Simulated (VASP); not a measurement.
# Ge (P1) in VASP: single point with PBEsol

Aim: the single point of Ge with PBEsol.

Program: VASP 6.6.1. These are calculated values, not measurements. Logs are shortened: lines on timing, memory, paths and dates and some standing lists are left out, and cuts for length are marked.

## Step 1: The cell of the first run

The typed cell holds 12 atoms: a = 5.926 Å, b = 5.926 Å, c = 6.966 Å, α = 90.00°, β = 90.00°, γ = 90.00°.

## Step 2: Single point, PBEsol (atoms moved at random)

Input file INCAR:

```
ALGO = Fast
EDIFF = 1E-7
ENCUT = 520
GGA = PS
ISIF = 2
ISMEAR = 0
LASPH = True
LCHARG = False
LREAL = False
LWAVE = False
NBANDS = 96
NELM = 100
PREC = Accurate
SIGMA = 0.05
```

Input file KPOINTS:

```
k-points
0
Gamma
  4 4 4
```

Input file POSCAR:

```
Ge
1.0
    5.9262002496      0.0000000000      0.0000000000
    0.0000000000      5.9262002496      0.0000000000
    0.0000000000      0.0000000000      6.9662509041
Ge
12
Direct
    0.0134902266      0.0446403252      0.0452323521
    0.3757922997      0.6213881751      0.7786508409
    0.9125248825      0.9305626116      0.5222481528
    0.5750460087      0.4147864549      0.2378656450
    0.1990788973      0.4010299700      0.2996988041
    0.1225463836      0.6405083961     -0.0252886722
    0.9225067241      0.6374016143      0.7572756796
    0.8928909685      0.3547661497      0.4476721637
    0.6973435416      0.1170551429      0.9542422459
    0.6189512949      0.7966488534      0.2273523826
    0.3404763114      0.8799997592      0.4521199491
    0.3293524612      0.1612125476      0.8029304564
```

Potentials or basis: VASP PAW PBE potentials, release 64 (Ge_d).

The run is started by

```bash
> cat potpaw_PBE.64/Ge_d/POTCAR > POTCAR
> mpirun -np 1 vasp_std > vasp.out
```

OUTCAR:

```text
EDIFF = 1E-7
   ENCUT = 520
   GGA = PS
   ISIF = 2
   ISMEAR = 0
   LASPH = True
   LREAL = False
   NELM = 100
   PREC = Accurate

 ion  position               nearest neighbor table
   1  0.013  0.045  0.045-   9 2.02   6 2.53  12 2.61
   2  0.376  0.621  0.779-   6 2.03   7 2.69  12 2.75  11 2.75
   3  0.913  0.931  0.522-   7 2.39   8 2.57  11 2.60  10 2.81
   4  0.575  0.415  0.238-   5 2.27  10 2.28   8 2.41   9 2.75
   5  0.199  0.401  0.300-   8 2.10   4 2.27   6 2.71
   6  0.123  0.641  0.975-   7 1.92   2 2.03   1 2.53   5 2.71
   7  0.923  0.637  0.757-   6 1.92   3 2.39   2 2.69   8 2.74
   8  0.893  0.355  0.448-   5 2.10   4 2.41   3 2.57   7 2.74
   9  0.697  0.117  0.954-   1 2.02  12 2.44  10 2.73   4 2.75
  10  0.619  0.797  0.227-   4 2.28  11 2.33   9 2.73   3 2.81
  11  0.340  0.880  0.452-  10 2.33   3 2.60   2 2.75
  12  0.329  0.161  0.803-   9 2.44   1 2.61   2 2.75

  LATTYP: Found a simple tetragonal cell.
 ALAT       =     5.9262002496
 C/A-ratio  =     1.1755004237

  Lattice vectors:

 A1 = (   5.9262002496,   0.0000000000,   0.0000000000)
 A2 = (   0.0000000000,   5.9262002496,   0.0000000000)
 A3 = (   0.0000000000,   0.0000000000,   6.9662509041)

Analysis of symmetry for initial positions (statically):
=====================================================================
 Subroutine PRICEL returns:
 Original cell was already a primitive cell.

 Routine SETGRP: Setting up the symmetry group for a
 simple tetragonal supercell.

 Subroutine GETGRP returns: Found  1 space group operations
 (whereof  1 operations were pure point group operations)
 out of a pool of 16 trial point group operations.

The static configuration has the point symmetry C_1 .

Analysis of symmetry for dynamics (positions and initial velocities):
=====================================================================
 Subroutine PRICEL returns:
 Original cell was already a primitive cell.

 Routine SETGRP: Setting up the symmetry group for a
 simple tetragonal supercell.

 Subroutine GETGRP returns: Found  1 space group operations
 (whereof  1 operations were pure point group operations)
 out of a pool of 16 trial point group operations.

The dynamic configuration has the point symmetry C_1 .

 Subroutine INISYM returns: Found  1 space group operations
 (whereof  1 operations are pure point group operations),
 and found     1 'primitive' translations

----------------------------------------------------------------------------------------

                                     Primitive cell

  volume of cell :     244.6537

  direct lattice vectors                    reciprocal lattice vectors
     5.926200250  0.000000000  0.000000000     0.168742189  0.000000000  0.000000000
     0.000000000  5.926200250  0.000000000     0.000000000  0.168742189  0.000000000
     0.000000000  0.000000000  6.966250904     0.000000000  0.000000000  0.143549237

  length of vectors
     5.926200250  5.926200250  6.966250904     0.168742189  0.168742189  0.143549237

  position of ions in fractional coordinates (direct lattice)
     0.013490227  0.044640325  0.045232352
     0.375792300  0.621388175  0.778650841
     0.912524883  0.930562612  0.522248153
     0.575046009  0.414786455  0.237865645
     0.199078897  0.401029970  0.299698804
     0.122546384  0.640508396  0.974711328
     0.922506724  0.637401614  0.757275680
     0.892890968  0.354766150  0.447672164
     0.697343542  0.117055143  0.954242246
     0.618951295  0.796648853  0.227352383
     0.340476311  0.879999759  0.452119949
     0.329352461  0.161212548  0.802930456

  ion indices of the primitive-cell ions
   primitive index   ion index
                 1           1
                 2           2
                 3           3
                 4           4
                 5           5
                 6           6
                 7           7
                 8           8
                 9           9
                10          10
                11          11
                12          12

----------------------------------------------------------------------------------------

 KPOINTS: k-points

Automatic generation of k-mesh.
 Grid dimensions read from file:
 generate k-points for:    4    4    4

 Generating k-lattice:

  Cartesian coordinates                     Fractional coordinates (reciprocal lattice)
     0.042185547  0.000000000  0.000000000     0.250000000  0.000000000  0.000000000
     0.000000000  0.042185547  0.000000000     0.000000000  0.250000000  0.000000000
     0.000000000  0.000000000  0.035887309     0.000000000  0.000000000  0.250000000

  Length of vectors
     0.042185547  0.042185547  0.035887309

  Shift w.r.t. Gamma in fractional coordinates (k-lattice)
     0.000000000  0.000000000  0.000000000

 Subroutine IBZKPT returns following result:
 ===========================================

 Found     36 irreducible k-points:

 Following reciprocal coordinates:
            Coordinates               Weight
  0.000000  0.000000  0.000000      1.000000
  0.250000  0.000000  0.000000      2.000000
  0.000000  0.250000  0.000000      2.000000
  0.500000  0.000000  0.000000      1.000000
  0.000000  0.500000  0.000000      1.000000
  0.250000  0.250000  0.000000      2.000000
[... 16 lines left out ...]
 -0.250000  0.500000  0.250000      2.000000
  0.500000 -0.250000  0.250000      2.000000
 [... further k-points ...]
   k-points           NKPTS =     36   k-points in BZ     NKDIM =     36   number of bands    NBANDS=     96
   number of dos      NEDOS =    301   number of ions     NIONS =     12
   total plane-waves  NPLWV = 124416
   dimension x,y,z NGX =    48 NGY =   48 NGZ =   54
   dimension x,y,z NGXF=    96 NGYF=   96 NGZF=  108
   ions per type =              12
   NGX,Y,Z   is equivalent  to a cutoff of  13.47, 13.47, 12.89 a.u.
   NGXF,Y,Z  is equivalent  to a cutoff of  26.93, 26.93, 25.77 a.u.
 SYSTEM =  unknown system
   PREC   = accura    normal or accurate (medium, high low for compatibility)
   ISTART =      0    job   : 0-new  1-cont  2-samecut
   ICHARG =      2    charge: 1-file 2-atom 10-const
   ISPIN  =      1    spin polarized calculation?
   LNONCOLLINEAR =      F non collinear calculations
   LSORBIT =      F    spin-orbit coupling
   LASPH  =      T    aspherical Exc in radial PAW
   ENCUT  =  520.0 eV  38.22 Ry    6.18 a.u.  11.02 11.02 12.95*2*pi/ulx,y,z
   NELM   =    100;   NELMIN=  2; NELMDL= -5     # of ELM steps
   EDIFF  = 0.1E-06   stopping-criterion for ELM
   LREAL  =      F    real-space projection
   EDIFFG = 0.1E-05   stopping-criterion for IOM
   NSW    =      0    number of steps for IOM
   IBRION =     -1    ionic relax: 0-MD 1-quasi-New 2-CG
   NFREE  =      0    steps in history (QN), initial steepest desc. (CG)
   ISIF   =      2    stress and relaxation
   ISYM   =      2    0-nonsym 1-usesym 2-fastsym
   POTIM  = 0.5000    time-step for ionic-motion
   TEBEG  =    0.0;   TEEND  =   0.0 temperature during run
   PSTRESS=    0.0 pullay stress
   NELECT =     168.0000    total number of electrons
   NUPDOWN=      -1.0000    fix difference up-down
   EMIN   =  10.00;   EMAX   =-10.00  energy-range for DOS
   EFERMI =   0.00;   METHOD = LEGACY
   ISMEAR =     0;   SIGMA  =   0.05  broadening in eV -4-tet -1-fermi 0-gaus
   EFERMI_NEDOS =   21; number of points for ismear=-14 and -15
   IALGO  =     68    algorithm
   IMIX   =      4    mixing-type and parameters
     AMIX     =   0.40;   BMIX     =  1.00
     AMIX_MAG =   1.60;   BMIX_MAG =  1.00
  volume/ion in A,a.u.               =      20.39       137.58
  Fermi-wavevector in a.u.,A,eV,Ry     =   1.444311  2.729352 28.382213  2.086034
  Thomas-Fermi vector in A             =   2.562620
   LORBIT       =      0    0 simple, 1 ext, 2 COOP (PROOUT), +10 PAW based schemes
   GGA     = PS    functional components
   LHFCALC =     F    Hartree Fock is set to
   AEXX    =    0.0000 exact exchange contribution
   IVDW    =     0    specifies the selected vdW correction
   LEPSILON=     F    determine dielectric tensor
   LRPA    =     F    only Hartree local field effects (RPA)
 non-spin polarized calculation
 RMM-DIIS sequential band-by-band and
 Gauss-broadening in eV      SIGMA  =   0.05
  energy-cutoff  :      520.00
  volume of cell :      244.65
 maximum number of plane-waves:      6640
 NGX is ok and might be reduce to    48
   NGX = 23   NGY = 23   NGZ = 25

 number of electron     167.9999995 magnetization

 Free energy of the ion-electron system (eV)
  ---------------------------------------------------
  ext. energy  EPLUGINS =         0.00000000
  ---------------------------------------------------
  free energy    TOTEN  =       -49.12218203 eV

  energy without entropy =      -49.11697240  energy(sigma->0) =      -49.11957722

 E-fermi :   5.6010     XC(G=0): -10.7984

 val. band max:        5.5930244820   @ k =   0.0000   0.2500   0.2500
 cond. band min:       5.6108037472   @ k =   0.5000   0.2500   0.0000
 fundamental gap:      0.0177792652
 Fermi energy:         5.6010208113

 k-point     1 :       0.0000    0.0000    0.0000
  band No.  band energies     occupation
      1     -20.1111      2.00000
      2     -19.7370      2.00000
      3     -19.7178      2.00000
      4     -19.6973      2.00000
      5     -19.6125      2.00000
      6     -19.5685      2.00000
[... 88 lines left out ...]
     95      10.2409      0.00000
     96      10.5654      0.00000

 k-point     2 :       0.2500    0.0000    0.0000
  band No.  band energies     occupation
      1     -20.1114      2.00000
      2     -19.7369      2.00000
      3     -19.7156      2.00000
      4     -19.7045      2.00000
      5     -19.6123      2.00000
      6     -19.5687      2.00000
[... 2266 lines left out ...]
     95       9.1742      0.00000
     96       9.4418      0.00000

 [... further k-points ...]

------------------------ aborting loop because EDIFF is reached ----------------------------------------

  FORCE on cell =-STRESS in cart. coord.  units (eV):
  Direction    XX          YY          ZZ          XY          YZ          ZX
  --------------------------------------------------------------------------------------
  -------------------------------------------------------------------------------------
  Total       39.8347367      1.1562600     20.1894604     -3.4649033     -3.0628707      1.1712639
  in kB      260.8679806      7.5720652    132.2158549    -22.6908073    -20.0579937      7.6703220
  external PRESSURE =     133.5519669 kB  Pullay stress =       0.0000000 kB

 VOLUME and BASIS-vectors are now :
 -----------------------------------------------------------------------------
  energy-cutoff  :      520.00
  volume of cell :      244.65
      direct lattice vectors                 reciprocal lattice vectors
     5.926200250  0.000000000  0.000000000     0.168742189  0.000000000  0.000000000
     0.000000000  5.926200250  0.000000000     0.000000000  0.168742189  0.000000000
     0.000000000  0.000000000  6.966250904     0.000000000  0.000000000  0.143549237

 POSITION                                       TOTAL-FORCE (eV/Angst)
 -----------------------------------------------------------------------------------
      0.07995      0.26455      0.31510         7.536076     -1.031152      2.384757
      2.22702      3.68247      5.42428         6.165464     -0.808728     -5.307839
      5.40781      5.51470      3.63811        -0.189355      0.567946     -1.396872
      3.40784      2.45811      1.65703         1.694005     -2.159401     -1.073629
      1.17978      2.37658      2.08778         1.836187      0.570320     -2.517593
      0.72623      3.79578      6.79008         1.905002      0.331913     14.134339
      5.46696      3.77737      5.27537        -8.289737     -1.286365     -8.973377
      5.29145      2.10242      3.11860        -3.675640     -0.722929      3.865098
      4.13260      0.69369      6.64749        -7.072294      1.591822     -1.349115
      3.66803      4.72110      1.58379         1.645806      2.291411     -0.605400
      2.01773      5.21505      3.14958        -1.434400      0.342903      1.899778
      1.95181      0.95538      5.59342        -0.121115      0.312261     -1.060147
 -----------------------------------------------------------------------------------
    total drift:                               -0.000419     -0.001300      0.000025

  FREE ENERGIE OF THE ION-ELECTRON SYSTEM (eV)
  ---------------------------------------------------
  free  energy   TOTEN  =       -49.1221820273 eV

  energy  without entropy=      -49.1169724029  energy(sigma->0) =      -49.11957722
```

Wall time 23 min (1 thread of Oxide Virtual Turin-like, shared host); peak memory 0.66 GiB.

Results:

```
Free energy            : -49.1222 eV
Pressure               : 13.4 GPa
Largest force          : 14.266 eV/Å
Band gap on the k mesh : zero (bands 84 and 85 overlap by 0.65 eV)
```

Forces in eV/Å, atoms in the order of the input:
```
Ge   7.536 -1.031  2.385
Ge   6.165 -0.809 -5.308
Ge  -0.189  0.568 -1.397
Ge   1.694 -2.159 -1.074
Ge   1.836  0.570 -2.518
Ge   1.905  0.332 14.134
Ge  -8.290 -1.286 -8.973
Ge  -3.676 -0.723  3.865
Ge  -7.072  1.592 -1.349
Ge   1.646  2.291 -0.605
Ge  -1.434  0.343  1.900
Ge  -0.121  0.312 -1.060
```

Stress tensor (GPa, compression positive):
```
26.09 -2.27  0.77
-2.27  0.76 -2.01
 0.77 -2.01 13.22
```

Caveat: the cell differs from its parent crystal (atoms moved at random); the cell stands under pressure; semilocal functionals underestimate gaps, so a narrow gap can read as zero; the PAW data sets were made with another functional, which shifts forces and pressure a little.
